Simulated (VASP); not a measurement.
# SnO2 in VASP: settings compared

Aim: see how the results for SnO2 move with the level of theory and the settings. Levels: r2SCAN, revPBE, PBE+TS. Tasks: single point, relaxation of cell and atoms.

Everything below comes from runs of VASP 6.6.1. Logs are shortened: lines on timing, memory, paths and dates and some standing lists are left out, and cuts for length are marked.

## 1. The cell of the first run

Symmetry: R-3m, No. 166, trigonal system. The conventional cell has a = 3.234 Å, b = 3.234 Å, c = 14.402 Å, α = 90.00°, β = 90.00°, γ = 120.00°. Within 2.8 Å of Sn (site symmetry -3m) lie 6 O at 2.13 Å. Within 2.8 Å of O (site symmetry 3m) lie 3 Sn at 2.13 Å and 3 O at 2.76 Å.

## 2. Single point, r2SCAN, non-collinear spin, zero start, spin-orbit coupling

Input file POSCAR:

```
SnO2
1.0
    1.6170930752      0.9336291223      4.8005925840
   -1.6170930752      0.9336291223      4.8005925840
    0.0000000000     -1.8672582446      4.8005925840
Sn O
1 2
Direct
    0.5000000000      0.5000000000      0.5000000000
    0.7628300000      0.7628300000      0.7628300000
    0.2371700000      0.2371700000      0.2371700000
```

Input file INCAR.step1:

```
SYSTEM = SnO2
PREC     = Accurate       ! precision mode
ENCUT    = 520            ! plane-wave cutoff, eV
ISMEAR   = -1             ! smearing method
SIGMA    = 0.05           ! smearing width, eV
LREAL    = .False.        ! projectors in reciprocal space
LASPH    = .True.         ! aspherical terms in the spheres
NELM     = 150            ! most SCF steps
LNONCOLLINEAR= .True.         ! non-collinear magnetism
MAGMOM   = 0 0 0 0 0 0 0 0 0 ! initial moments
LSORBIT  = .True.         ! spin-orbit coupling
GGA_COMPAT= .False.      
NBANDS   = 39             ! bands
GGA      = PE             ! functional
ALGO     = Normal         ! electronic algorithm
EDIFF    = 1E-4           ! SCF threshold, eV
LWAVE    = .True.         ! write WAVECAR
LCHARG   = .False.        ! write CHGCAR
```

Input file INCAR.step2:

```
SYSTEM = SnO2
PREC     = Accurate       ! precision mode
ENCUT    = 520            ! plane-wave cutoff, eV
EDIFF    = 1E-7           ! SCF threshold, eV
ISMEAR   = -1             ! smearing method
SIGMA    = 0.05           ! smearing width, eV
LREAL    = .False.        ! projectors in reciprocal space
LASPH    = .True.         ! aspherical terms in the spheres
NELM     = 150            ! most SCF steps
ALGO     = Normal         ! electronic algorithm
ISIF     = 2              ! what is computed and relaxed
LWAVE    = .False.        ! write WAVECAR
LCHARG   = .False.        ! write CHGCAR
LNONCOLLINEAR= .True.         ! non-collinear magnetism
MAGMOM   = 0 0 0 0 0 0 0 0 0 ! initial moments
LORBIT   = 11             ! projections on sites
LSORBIT  = .True.         ! spin-orbit coupling
GGA_COMPAT= .False.      
LORBMOM  = .True.       
METAGGA  = R2SCAN         ! meta-GGA
LMIXTAU  = .True.       
NBANDS   = 39             ! bands
ISTART   = 1
```

Input file KPOINTS:

```
Automatic mesh
0
Gamma
  7 7 7
  0 0 0
```

Potentials or basis: VASP PAW PBE potentials, release 64 (Sn_d, O).

Command:

```sh
cat potpaw_PBE.64/Sn_d/POTCAR potpaw_PBE.64/O/POTCAR > POTCAR
cp INCAR.step1 INCAR
mpirun -np 1 vasp_ncl > vasp.out
cp INCAR.step2 INCAR
mpirun -np 1 vasp_ncl > vasp.out
```

OUTCAR:

```text
SYSTEM = SnO2
   PREC = Accurate
   ENCUT = 520
   EDIFF = 1E-7
   ISMEAR = -1
   LREAL = .False.
   LASPH = .True.
   NELM = 150
   ISIF = 2
   LNONCOLLINEAR = .True.
   LORBIT = 11
   LSORBIT = .True.
   METAGGA = R2SCAN
   ISTART = 1

 ion  position               nearest neighbor table
   1  0.500  0.500  0.500-   3 2.13   3 2.13   2 2.13   2 2.13   3 2.13   2 2.13
   2  0.763  0.763  0.763-   1 2.13   1 2.13   1 2.13
   3  0.237  0.237  0.237-   1 2.13   1 2.13   1 2.13

  LATTYP: Found a trigonal (rhomboedric) cell.
 ALAT       =     5.1509554948
 COS(alpha) =     0.8028828391

  Lattice vectors:

 A1 = (   1.6170930752,   0.9336291223,   4.8005925840)
 A2 = (  -1.6170930752,   0.9336291223,   4.8005925840)
 A3 = (   0.0000000000,  -1.8672582446,   4.8005925840)

Analysis of symmetry for initial positions (statically):
=====================================================================
 Subroutine PRICEL returns:
 Original cell was already a primitive cell.

 Routine SETGRP: Setting up the symmetry group for a
 trigonal (rhombohedral) supercell.

 Subroutine GETGRP returns: Found 12 space group operations
 (whereof 12 operations were pure point group operations)
 out of a pool of 12 trial point group operations.

The static configuration has the point symmetry D_3d.

Analysis of symmetry for dynamics (positions and initial velocities):
=====================================================================
 Subroutine PRICEL returns:
 Original cell was already a primitive cell.

 Routine SETGRP: Setting up the symmetry group for a
 trigonal (rhombohedral) supercell.

 Subroutine GETGRP returns: Found 12 space group operations
 (whereof 12 operations were pure point group operations)
 out of a pool of 12 trial point group operations.

The dynamic configuration has the point symmetry D_3d.

Analysis of structural, dynamic, and magnetic symmetry:
=====================================================================
 Subroutine PRICEL returns:
 Original cell was already a primitive cell.

 Routine SETGRP: Setting up the symmetry group for a
 trigonal (rhombohedral) supercell.

 Subroutine GETGRP returns: Found 12 space group operations
 (whereof 12 operations were pure point group operations)
 out of a pool of 12 trial point group operations.

The overall configuration has the point symmetry D_3d.

 Subroutine INISYM returns: Found 12 space group operations
 (whereof 12 operations are pure point group operations),
 and found     1 'primitive' translations

----------------------------------------------------------------------------------------

                                     Primitive cell

  volume of cell :      43.4866

  direct lattice vectors                    reciprocal lattice vectors
     1.617093075  0.933629122  4.800592584     0.309196797  0.178514854  0.069435872
    -1.617093075  0.933629122  4.800592584    -0.309196797  0.178514854  0.069435872
     0.000000000 -1.867258245  4.800592584     0.000000000 -0.357029708  0.069435872

  length of vectors
     5.150955495  5.150955495  5.150955495     0.363719058  0.363719058  0.363719058

  position of ions in fractional coordinates (direct lattice)
     0.500000000  0.500000000  0.500000000
     0.762830000  0.762830000  0.762830000
     0.237170000  0.237170000  0.237170000

  ion indices of the primitive-cell ions
   primitive index   ion index
                 1           1
                 2           2
                 3           3

----------------------------------------------------------------------------------------

 KPOINTS: Automatic mesh

Automatic generation of k-mesh.
 Grid dimensions read from file:
 generate k-points for:    7    7    7

 Generating k-lattice:

  Cartesian coordinates                     Fractional coordinates (reciprocal lattice)
     0.044170971  0.025502122  0.009919410     0.142857143 -0.000000000 -0.000000000
    -0.044170971  0.025502122  0.009919410    -0.000000000  0.142857143 -0.000000000
     0.000000000 -0.051004244  0.009919410    -0.000000000 -0.000000000  0.142857143

  Length of vectors
     0.051959865  0.051959865  0.051959865

  Shift w.r.t. Gamma in fractional coordinates (k-lattice)
     0.000000000  0.000000000  0.000000000

 Subroutine IBZKPT returns following result:
 ===========================================

[... 72 lines left out ...]
   METAGGA = R2SCAN    functional components
   LHFCALC =     F    Hartree Fock is set to
   AEXX    =    0.0000 exact exchange contribution
   IVDW    =     0    specifies the selected vdW correction
   LEPSILON=     F    determine dielectric tensor
   LRPA    =     F    only Hartree local field effects (RPA)
  energy-cutoff  :      520.00
  volume of cell :       43.49
 maximum number of plane-waves:      2374
 NGX is ok and might be reduce to    40
   NGX = 19   NGY = 19   NGZ = 19

 number of electron      26.0000004 magnetization       0.0000000     -0.0000000     -0.0000000

 number of electron      26.0000004 magnetization      -0.0000000      0.0000000      0.0000000

 Free energy of the ion-electron system (eV)
  ---------------------------------------------------
  ext. energy  EPLUGINS =         0.00000000
  ---------------------------------------------------
  free energy    TOTEN  =       -41.65798409 eV

  energy without entropy =      -41.65798409  energy(sigma->0) =      -41.65798409

 E-fermi :   4.0017     XC(G=0): -10.6938

 val. band max:        2.8707807814   @ k =  -0.1429   0.1429   0.0000
 cond. band min:       5.3076483938   @ k =   0.0000   0.0000   0.0000
 fundamental gap:      2.4368676124
 Fermi energy:         4.0017393567

 k-point     1 :       0.0000    0.0000    0.0000
  band No.  band energies     occupation
      1     -18.0679      1.00000
      2     -18.0679      1.00000
      3     -18.0049      1.00000
      4     -18.0049      1.00000
      5     -17.1714      1.00000
      6     -17.1714      1.00000
[... 973 lines left out ...]
     37      16.9752      0.00000
     38      16.9752      0.00000

 [... further k-points ...]

 [bands above 38 left out]

------------------------ aborting loop because EDIFF is reached ----------------------------------------

  FORCE on cell =-STRESS in cart. coord.  units (eV):
  Direction    XX          YY          ZZ          XY          YZ          ZX
  --------------------------------------------------------------------------------------
  -------------------------------------------------------------------------------------
  Total       -1.7781696     -1.7781696     -1.5613669      0.0000000      0.0000000      0.0000000
  in kB      -65.5131166    -65.5131166    -57.5254541      0.0000000      0.0000000      0.0000000
  external PRESSURE =     -62.8505624 kB  Pullay stress =       0.0000000 kB

 VOLUME and BASIS-vectors are now :
 -----------------------------------------------------------------------------
  energy-cutoff  :      520.00
  volume of cell :       43.49
      direct lattice vectors                 reciprocal lattice vectors
     1.617093075  0.933629122  4.800592584     0.309196797  0.178514854  0.069435872
    -1.617093075  0.933629122  4.800592584    -0.309196797  0.178514854  0.069435872
     0.000000000 -1.867258245  4.800592584     0.000000000 -0.357029708  0.069435872

 POSITION                                       TOTAL-FORCE (eV/Angst)
 -----------------------------------------------------------------------------------
      0.00000      0.00000      7.20089         0.000000      0.000000      0.000000
      0.00000      0.00000     10.98611         0.000000      0.000000      0.553683
      0.00000      0.00000      3.41567         0.000000     -0.000000     -0.553683
 -----------------------------------------------------------------------------------
    total drift:                                0.000000      0.000000      0.000000

  FREE ENERGIE OF THE ION-ELECTRON SYSTEM (eV)
  ---------------------------------------------------
  free  energy   TOTEN  =       -41.6579840862 eV

  energy  without entropy=      -41.6579840862  energy(sigma->0) =      -41.65798409

 orbital moment (x)

 # of ion     p       d       tot
 ----------------------------------------
  1        -0.000  -0.000  -0.000
  2        -0.000   0.000  -0.000
  3        -0.000   0.000  -0.000
 ----------------------------------------
           -0.000  -0.000  -0.000

 orbital moment (y)

 # of ion     p       d       tot
 ----------------------------------------
  1         0.000   0.000   0.000
  2        -0.000   0.000  -0.000
  3        -0.000   0.000  -0.000
 ----------------------------------------
           -0.000   0.000  -0.000

 orbital moment (z)

 # of ion     p       d       tot
 ----------------------------------------
  1         0.000   0.000   0.000
  2        -0.000   0.000  -0.000
  3        -0.000   0.000  -0.000
 ----------------------------------------
           -0.000   0.000  -0.000

 Spin-Orbit-Coupling matrix elements

 Ion:    1  E_soc:     -0.0692774
 l=   1
     0.0000000    -0.0059000    -0.0061875
    -0.0059000     0.0000000    -0.0059000
    -0.0061875    -0.0059000     0.0000000
 l=   2
     0.0000000    -0.0011004     0.0000000    -0.0011004    -0.0044149
    -0.0011004     0.0000000    -0.0033703    -0.0010937    -0.0011004
     0.0000000    -0.0033703     0.0000000    -0.0033703     0.0000000
    -0.0011004    -0.0010937    -0.0033703     0.0000000    -0.0011004
    -0.0044149    -0.0011004     0.0000000    -0.0011004     0.0000000
 l=   3
     0.0000000     0.0000000     0.0000000     0.0000000     0.0000000     0.0000000     0.0000000
     0.0000000     0.0000000     0.0000000     0.0000000     0.0000000     0.0000000     0.0000000
     0.0000000     0.0000000     0.0000000     0.0000000     0.0000000     0.0000000     0.0000000
     0.0000000     0.0000000     0.0000000     0.0000000     0.0000000     0.0000000     0.0000000
[... 29 lines left out ...]
 l=   2
     0.0000000     0.0000000     0.0000000     0.0000000     0.0000000
     0.0000000     0.0000000     0.0000000     0.0000000     0.0000000
     0.0000000     0.0000000     0.0000000     0.0000000     0.0000000
     0.0000000     0.0000000     0.0000000     0.0000000     0.0000000
     0.0000000     0.0000000     0.0000000     0.0000000     0.0000000
 l=   3
     0.0000000     0.0000000     0.0000000     0.0000000     0.0000000     0.0000000     0.0000000
     0.0000000     0.0000000     0.0000000     0.0000000     0.0000000     0.0000000     0.0000000
     0.0000000     0.0000000     0.0000000     0.0000000     0.0000000     0.0000000     0.0000000
     0.0000000     0.0000000     0.0000000     0.0000000     0.0000000     0.0000000     0.0000000
     0.0000000     0.0000000     0.0000000     0.0000000     0.0000000     0.0000000     0.0000000
     0.0000000     0.0000000     0.0000000     0.0000000     0.0000000     0.0000000     0.0000000
     0.0000000     0.0000000     0.0000000     0.0000000     0.0000000     0.0000000     0.0000000

 total charge

# of ion       s       p       d       tot
------------------------------------------
    1        0.868   1.042  10.305  12.215
    2        1.577   3.445   0.000   5.022
    3        1.577   3.445   0.000   5.022
--------------------------------------------------
tot          4.023   7.931  10.305  22.259

 magnetization (x)

# of ion       s       p       d       tot
------------------------------------------
    1       -0.000  -0.000   0.000  -0.000
    2        0.000   0.000   0.000   0.000
    3        0.000   0.000   0.000   0.000
--------------------------------------------------
tot         -0.000   0.000   0.000   0.000

 magnetization (y)

# of ion       s       p       d       tot
------------------------------------------
    1        0.000  -0.000   0.000  -0.000
    2        0.000   0.000   0.000   0.000
    3        0.000   0.000   0.000   0.000
--------------------------------------------------
tot          0.000  -0.000   0.000  -0.000

 magnetization (z)

# of ion       s       p       d       tot
------------------------------------------
    1        0.000   0.000   0.000   0.000
    2        0.000   0.000   0.000   0.000
    3        0.000   0.000   0.000   0.000
--------------------------------------------------
tot          0.000   0.000   0.000   0.000
```

It took 20 min on 1 thread of Intel Xeon Platinum 8488C (Sapphire Rapids), shared host; peak memory 0.63 GiB.

What came out:

```yaml
Free_energy: -41.6580 eV
Pressure: -6.3 GPa
Largest_force: 0.554 eV/Å
Net_moment: 0.00 μB per cell
Valence_electrons_inside_the_program's_atomic_spheres: Sn 12.21; O 5.02
```

Forces on the atoms (eV/Å):
```
Sn   0.000  0.000  0.000
O    0.000  0.000  0.554
O    0.000  0.000 -0.554
```

Moments on the atoms (μB; x, y, z):
```
Sn  0.00 0.00 0.00
O   0.00 0.00 0.00
O   0.00 0.00 0.00
```

Caveat: the cell stands under tension; the PAW data sets were made with another functional, which shifts forces and pressure a little.

[end of part 1 of 2]
